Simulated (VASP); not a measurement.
# Ni (Fm-3m) in VASP: single point with LDA

Aim: the single point of Ni with LDA.

All numbers are computed with VASP 6.6.1; they aren't measurements. Logs are shortened: lines on timing, memory, paths and dates and some standing lists are left out, and cuts for length are marked.

## (1) The cell of the first run

The structure is cubic, space group Fm-3m (No. 225). Conventional cell: a = 3.539 Å, b = 3.539 Å, c = 3.539 Å, α = 90.00°, β = 90.00°, γ = 90.00°. Within 3.3 Å of Ni (site symmetry m-3m) lie 12 Ni at 2.50 Å.

## (2) Single point, LDA, collinear spin, ferromagnetic start

The input, INCAR:

```
SYSTEM = Ni
PREC     = Accurate       ! precision mode
ENCUT    = 520            ! plane-wave cutoff, eV
EDIFF    = 1E-7           ! SCF threshold, eV
ISMEAR   = -1             ! smearing method
SIGMA    = 0.05           ! smearing width, eV
LREAL    = .FALSE.        ! projectors in reciprocal space
LASPH    = .TRUE.         ! aspherical terms in the spheres
NELM     = 150            ! most SCF steps
ALGO     = Normal         ! electronic algorithm
ISIF     = 2              ! what is computed and relaxed
LWAVE    = .FALSE.        ! write WAVECAR
LCHARG   = .FALSE.        ! write CHGCAR
ISPIN    = 2              ! spin polarisation
MAGMOM   = 2 2            ! initial moments
LORBIT   = 11             ! projections on sites
LMAXMIX  = 4              ! l up to which the mixer works
GGA      = CA             ! functional
ISYM     = 0            
NBANDS   = 21             ! bands
```

The input, KPOINTS:

```
regular mesh
0
G
  7 13 13
  0 0 0
```

The input, POSCAR:

```
Ni
1.0
    0.0000000000      3.5388000000      3.5388000000
    1.7694000000      0.0000000000      1.7694000000
    1.7694000000      1.7694000000      0.0000000000
Ni
2
Direct
    0.0000000000      0.0000000000      0.0000000000
    0.5000000000      0.0000000000      0.0000000000
```

Potentials or basis: VASP PAW LDA potentials, release 64 (Ni).

On the command line:

```
cat potpaw_LDA.64/Ni/POTCAR > POTCAR
mpirun -np 1 vasp_std > vasp.out
```

OUTCAR:

```text
SYSTEM = Ni
   PREC = Accurate
   ENCUT = 520
   EDIFF = 1E-7
   ISMEAR = -1
   LREAL = .FALSE.
   LASPH = .TRUE.
   NELM = 150
   ISIF = 2
   ISPIN = 2
   LORBIT = 11
   GGA = CA
   ISYM = 0

 ion  position               nearest neighbor table
   1  0.000  0.000  0.000-   2 2.50   2 2.50   2 2.50   2 2.50   2 2.50   2 2.50
   2  0.500  0.000  0.000-   1 2.50   1 2.50   1 2.50   1 2.50   1 2.50   1 2.50

IMPORTANT INFORMATION: All symmetrisations will be switched off!
NOSYMM: (Re-)initialisation of all symmetry stuff for point group C_1.

----------------------------------------------------------------------------------------

                                     Primitive cell

  volume of cell :      22.1584

  direct lattice vectors                    reciprocal lattice vectors
     0.000000000  3.538800000  3.538800000    -0.141290833  0.141290833  0.141290833
     1.769400000  0.000000000  1.769400000     0.282581666 -0.282581666  0.282581666
     1.769400000  1.769400000  0.000000000     0.282581666  0.282581666 -0.282581666

  length of vectors
     5.004618955  2.502309477  2.502309477     0.244722901  0.489445803  0.489445803

  position of ions in fractional coordinates (direct lattice)
     0.000000000  0.000000000  0.000000000
     0.500000000  0.000000000  0.000000000

  ion indices of the primitive-cell ions
   primitive index   ion index
                 1           1
                 2           2

----------------------------------------------------------------------------------------

 KPOINTS: regular mesh

Automatic generation of k-mesh.
 Grid dimensions read from file:
 generate k-points for:    7   13   13

 Generating k-lattice:

  Cartesian coordinates                     Fractional coordinates (reciprocal lattice)
    -0.020184405  0.020184405  0.020184405     0.142857143  0.000000000  0.000000000
     0.021737051 -0.021737051  0.021737051     0.000000000  0.076923077  0.000000000
     0.021737051  0.021737051 -0.021737051     0.000000000  0.000000000  0.076923077

  Length of vectors
     0.034960414  0.037649677  0.037649677

  Shift w.r.t. Gamma in fractional coordinates (k-lattice)
     0.000000000  0.000000000  0.000000000

 -----------------------------------------------------------------------------
|                                                                             |
|           W    W    AA    RRRRR   N    N  II  N    N   GGGG   !!!           |
|           W    W   A  A   R    R  NN   N  II  NN   N  G    G  !!!           |
|           W    W  A    A  R    R  N N  N  II  N N  N  G       !!!           |
|           W WW W  AAAAAA  RRRRR   N  N N  II  N  N N  G  GGG   !            |
[... 86 lines left out ...]
     AMIX_MAG =   1.60;   BMIX_MAG =  1.00
  volume/ion in A,a.u.               =      11.08        74.77
  Fermi-wavevector in a.u.,A,eV,Ry     =   1.582118  2.989769 34.056697  2.503097
  Thomas-Fermi vector in A             =   2.682090
   LORBIT       =     11    0 simple, 1 ext, 2 COOP (PROOUT), +10 PAW based schemes
   GGA     = CA    functional components
   LHFCALC =     F    Hartree Fock is set to
   AEXX    =    0.0000 exact exchange contribution
   IVDW    =     0    specifies the selected vdW correction
   LEPSILON=     F    determine dielectric tensor
   LRPA    =     F    only Hartree local field effects (RPA)
 spin polarized calculation
  energy-cutoff  :      520.00
  volume of cell :       22.16
 maximum number of plane-waves:       609
 NGX is ok and might be reduce to    40
   NGX = 19   NGY =  9   NGZ =  9

 number of electron      20.0000019 magnetization       1.1920184

 Free energy of the ion-electron system (eV)
  ---------------------------------------------------
  ext. energy  EPLUGINS =         0.00000000
  ---------------------------------------------------
  free energy    TOTEN  =       -13.03256335 eV

  energy without entropy =      -13.00255399  energy(sigma->0) =      -13.01755867

 E-fermi :   8.7651     XC(G=0): -13.5049

 val. band max:        8.7644667410   @ k =  -0.1429  -0.4615   0.3846
 cond. band min:       8.7666448522   @ k =  -0.2857  -0.1538   0.2308
 fundamental gap:      0.0021781112
 Fermi energy:         8.7651273979

 spin component 1

 k-point     1 :       0.0000    0.0000    0.0000
  band No.  band energies     occupation
      1      -0.0884      1.00000
      2       4.0824      1.00000
      3       6.4706      1.00000
      4       6.4713      1.00000
      5       6.4715      1.00000
      6       6.4718      1.00000
[... 565 lines left out ...]
     20      35.1584      0.00000
     21      35.6851      0.00000

 [... further k-points ...]

 spin component 2

 k-point     1 :       0.0000    0.0000    0.0000
  band No.  band energies     occupation
      1      -0.0491      1.00000
      2       4.4584      1.00000
      3       7.0220      1.00000
      4       7.0221      1.00000
      5       7.0783      1.00000
      6       7.0795      1.00000
[... 565 lines left out ...]
     20      35.2845      0.00000
     21      35.8138      0.00000

 [... further k-points ...]
[... 5 lines left out ...]
  --------------------------------------------------------------------------------------
  -------------------------------------------------------------------------------------
  Total       -2.7376907     -2.7357299     -2.7357293      0.0033813     -0.0047825      0.0033822
  in kB     -197.9506379   -197.8088572   -197.8088149      0.2444878     -0.3458055      0.2445501
  external PRESSURE =    -197.8561033 kB  Pullay stress =       0.0000000 kB

 VOLUME and BASIS-vectors are now :
 -----------------------------------------------------------------------------
  energy-cutoff  :      520.00
  volume of cell :       22.16
      direct lattice vectors                 reciprocal lattice vectors
     0.000000000  3.538800000  3.538800000    -0.141290833  0.141290833  0.141290833
     1.769400000  0.000000000  1.769400000     0.282581666 -0.282581666  0.282581666
     1.769400000  1.769400000  0.000000000     0.282581666  0.282581666 -0.282581666

 POSITION                                       TOTAL-FORCE (eV/Angst)
 -----------------------------------------------------------------------------------
      0.00000      0.00000      0.00000        -0.000000      0.000000     -0.000000
      0.00000      1.76940      1.76940         0.000000     -0.000000      0.000000
 -----------------------------------------------------------------------------------
    total drift:                               -0.000000     -0.000000     -0.000000

  FREE ENERGIE OF THE ION-ELECTRON SYSTEM (eV)
  ---------------------------------------------------
  free  energy   TOTEN  =       -13.0325633504 eV

  energy  without entropy=      -13.0025539914  energy(sigma->0) =      -13.01755867

 total charge

# of ion       s       p       d       tot
------------------------------------------
    1        0.491   0.480   8.318   9.289
    2        0.491   0.480   8.318   9.289
--------------------------------------------------
tot          0.982   0.960  16.636  18.578

 magnetization (x)

# of ion       s       p       d       tot
------------------------------------------
    1       -0.005  -0.018   0.624   0.602
    2       -0.005  -0.018   0.624   0.602
--------------------------------------------------
tot         -0.010  -0.035   1.249   1.204
```

OSZICAR:

```text
N       E                     dE             d eps       ncg     rms          rms(c)
DAV:   1     0.967271278398E+02    0.96727E+02   -0.88220E+03 54017   0.136E+03
DAV:   2    -0.886349687070E+01   -0.10559E+03   -0.97110E+02 51008   0.235E+02
DAV:   3    -0.148606723656E+02   -0.59972E+01   -0.57960E+01 56539   0.647E+01
DAV:   4    -0.149418932031E+02   -0.81221E-01   -0.81143E-01 56894   0.699E+00
DAV:   5    -0.149443792107E+02   -0.24860E-02   -0.24859E-02 56889   0.121E+00    0.159E+01
DAV:   6    -0.139120486343E+02    0.10323E+01   -0.91874E+00 58740   0.632E+01    0.981E+00
DAV:   7    -0.130681821196E+02    0.84387E+00   -0.21559E+00 58330   0.273E+01    0.230E+00
DAV:   8    -0.130411495291E+02    0.27033E-01   -0.14576E-02 72789   0.134E+00    0.121E+00
DAV:   9    -0.130368581714E+02    0.42914E-02   -0.89448E-03 74813   0.166E+00    0.797E-01
DAV:  10    -0.130364267663E+02    0.43141E-03   -0.29650E-02 66464   0.297E+00    0.825E-01
DAV:  11    -0.130325404191E+02    0.38863E-02   -0.83249E-03 67990   0.163E+00    0.737E-02
DAV:  12    -0.130325903809E+02   -0.49962E-04   -0.13126E-04 56259   0.105E-01    0.341E-02
DAV:  13    -0.130325642244E+02    0.26157E-04   -0.29005E-06 77791   0.270E-02    0.187E-02
DAV:  14    -0.130325634474E+02    0.77695E-06   -0.13100E-06 70478   0.119E-02    0.338E-03
DAV:  15    -0.130325633504E+02    0.96976E-07   -0.48262E-08 33924   0.265E-03
   1 F= -.13032563E+02 E0= -.13017559E+02  d E =-.300094E-01  mag=     1.1919
```

stdout:

```text
POSCAR found type information on POSCAR Ni
 POSCAR found :  1 types and       2 ions
 scaLAPACK will be used
 LDA part: xc-table for (Slater(with rela. corr.)+CA(PZ))
 , standard interpolation
 -----------------------------------------------------------------------------
|                                                                             |
|           W    W    AA    RRRRR   N    N  II  N    N   GGGG   !!!           |
|           W    W   A  A   R    R  NN   N  II  NN   N  G    G  !!!           |
|           W    W  A    A  R    R  N N  N  II  N N  N  G       !!!           |
|           W WW W  AAAAAA  RRRRR   N  N N  II  N  N N  G  GGG   !            |
|           WW  WW  A    A  R   R   N   NN  II  N   NN  G    G                |
|           W    W  A    A  R    R  N    N  II  N    N   GGGG   !!!           |
|                                                                             |
|     Your reciprocal lattice and k-lattice belong to different lattice       |
|     classes:                                                                |
|                                                                             |
|        The reciprocal lattice is rhombohedral (trigonal),                   |
|        whereas your k-lattice is base-centered monoclinic.                  |
|                                                                             |
|     Results are often still useful ...                                      |
|                                                                             |
 -----------------------------------------------------------------------------

 POSCAR, INCAR and KPOINTS ok, starting setup
 FFT: planning ... GRIDC
 FFT: planning ... GRID_SOFT
 FFT: planning ... GRID
 WAVECAR not read
 entering main loop
```

Run time: 6.1 min. Hardware: 1 thread of Intel Xeon Platinum 8488C (Sapphire Rapids), shared host; peak memory 0.44 GiB.

Results:

```
Free energy                                           : -13.0326 eV
Pressure                                              : -19.8 GPa
Net moment                                            : 1.19 μB per cell
Site moments                                          : Ni +0.60 μB
Valence electrons inside the program's atomic spheres : Ni 9.29
```

Levels at points of the mesh, in eV from the Fermi level:
Spin up:
```
           k point  band 8  band 9  band 10  band 11  band 12  band 13  band 14  band 15
(0.00, 0.00, 0.00)   -1.17   -1.17    -0.50    -0.50    -0.22     5.59    22.17    23.64
```
Spin down:
```tsv
k point	band 5	band 6	band 7	band 8	band 9	band 10	band 11	band 12	band 13	band 14
(0.00, 0.00, 0.00)	-1.69	-1.69	-1.68	-0.61	-0.61	-0.19	0.14	0.14	5.96	22.14
```

Caveat: the cell stands under tension.
